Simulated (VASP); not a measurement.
Wanted: the native input for a VASP 6.6.1 run.

```yaml
Task: single point
Functional: BLYP
Potentials_or_basis: VASP PAW PBE potentials, release 64 (Au)
Cutoff: 520 eV
k_mesh: 21 × 21 × 21
Occupations: fermi-dirac, width 0.1 eV
Spin: no spin polarisation
Dipole_correction: no
Further_INCAR_settings: ALGO = Normal; EDIFF = 1e-07; NBANDS = 12
```

The structure of Au lies in POSCAR:

```
Au
1.0
    0.0000000000      2.0457485048      2.0457485048
    2.0457485048      0.0000000000      2.0457485048
    2.0457485048      2.0457485048      0.0000000000
Au
1
Direct
    0.0000000000      0.0000000000      0.0000000000
```

This cell differs from its parent crystal: volume scaled by 0.88.

One way to write it, as run:

INCAR

```
AGGAC = 1.0 ; AGGAX = 1.0
ALDAC = 0.0 ; ALDAX = 1.0
ALGO = Normal ; EDIFF = 1E-7
ENCUT = 520 ; GGA = B5
ISIF = 2 ; ISMEAR = -1
LASPH = True ; LCHARG = False
LREAL = False ; LWAVE = False
NBANDS = 12 ; NELM = 60
PREC = Accurate ; SIGMA = 0.1
```

KPOINTS

```
k-points
0
Gamma
  21 21 21
```

Potentials or basis: VASP PAW PBE potentials, release 64 (Au).

Launch:

```bash
$ cat potpaw_PBE.64/Au/POTCAR > POTCAR
$ mpirun -np 1 vasp_std > vasp.out
```

Results of the run:

```yaml
Pressure: 19.9 GPa
```

Caveat: the PAW data sets were made with another functional, which shifts forces and pressure a little.

It used 31 s of CPU time on 1 thread of Intel Xeon 6975P-C (shared host).
